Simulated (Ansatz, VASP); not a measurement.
# Zn3CdPt in VASP and in Ansatz

INCAR

```
SYSTEM = Zn3CdPt
ALGO     = Normal         ! electronic algorithm
EDIFF    = 1E-7           ! SCF threshold, eV
EDIFFG   = -0.01          ! ionic threshold
ENCUT    = 600            ! plane-wave cutoff, eV
GGA      = PE             ! functional
IBRION   = 2              ! ionic algorithm
ISIF     = 3              ! what is computed and relaxed
ISMEAR   = 0              ! smearing method
LASPH    = .TRUE.         ! aspherical terms in the spheres
LCHARG   = .FALSE.        ! write CHGCAR
LREAL    = .FALSE.        ! projectors in reciprocal space
LWAVE    = .FALSE.        ! write WAVECAR
NELM     = 100            ! most SCF steps
NSW      = 100            ! ionic steps
PREC     = Accurate       ! precision mode
SIGMA    = 0.1            ! smearing width, eV
```

Contents of KPOINTS:

```
k-points
0
G
  8 8 8
  0 0 0
```

File POSCAR:

```
Zn3CdPt
1.0
    4.8458760560      0.0000000000      0.0000000000
    0.0000000000      4.8458760560      0.0000000000
    0.0000000000      0.0000000000      4.8458760560
Zn Cd Pt
3 1 1
Direct
    0.5000000000      0.5000000000      0.0000000000
    0.0000000000      0.5000000000      0.5000000000
    0.5000000000      0.0000000000      0.5000000000
    0.0000000000      0.0000000000      0.0000000000
    0.5000000000      0.5000000000      0.5000000000
```

Input for Ansatz:

```yaml
crystal:
  lattice:
    - [4.845876056, 0.0, 0.0]
    - [0.0, 4.845876056, 0.0]
    - [0.0, 0.0, 4.845876056]
  atoms:
    - { symbol: Zn, position: [0.5, 0.5, 0.0] }
    - { symbol: Zn, position: [0.0, 0.5, 0.5] }
    - { symbol: Zn, position: [0.5, 0.0, 0.5] }
    - { symbol: Cd, position: [0.0, 0.0, 0.0] }
    - { symbol: Pt, position: [0.5, 0.5, 0.5] }
basis:
  ecutwfc: 420
kpoints:
  mp_grid: { grid: [8, 8, 8] }
hamiltonian:
  xc: pbe
scf:
  occupations: { method: gaussian, width: 0.1 }
output:
  forces: true
  stress: true
  eigenvalues: true
relax:
  adjacent_minimum: "off"
  f_tol: 0.01
  max_steps: 80
  cell: { stress_tol: 0.05 }
```

Change from the starting cell: species swapped into the Tb3InN type (Pm-3m, No. 221).

Alike in both runs: task relaxation of cell and atoms; functional PBE; k mesh 8 × 8 × 8; occupations gaussian, width 0.1 eV; no spin polarisation.

|  | VASP | Ansatz |
| --- | --- | --- |
| version | VASP 6.6.1 | Ansatz 0.2.0 |
| potentials or method | VASP PAW PBE potentials, release 64 (Zn, Cd, Pt), cutoff 600 eV | scalar-relativistic, plane waves, PAW |
| valence electrons in the cell | 58 | 74 |

VASP gave:

* gap on the k mesh at the Fermi level, each at its own relaxed structure (eV): none
* relaxed volume (Å³/atom): 23.22
* relaxed cell length with the largest relative difference (Å): 4.878

Task: What did Ansatz give for the same quantities?

Result: gap on the k mesh at the Fermi level, each at its own relaxed structure (eV): none; relaxed volume (Å³/atom): 23.14; relaxed cell length with the largest relative difference (Å): 4.873.

A gap of «none» marks a metal or a gap that the smearing closes. VASP's potentials hold 58 valence electrons a cell and Ansatz's 74, so a difference there can come from the potentials and not from the codes.

Spin-orbit coupling is off throughout.
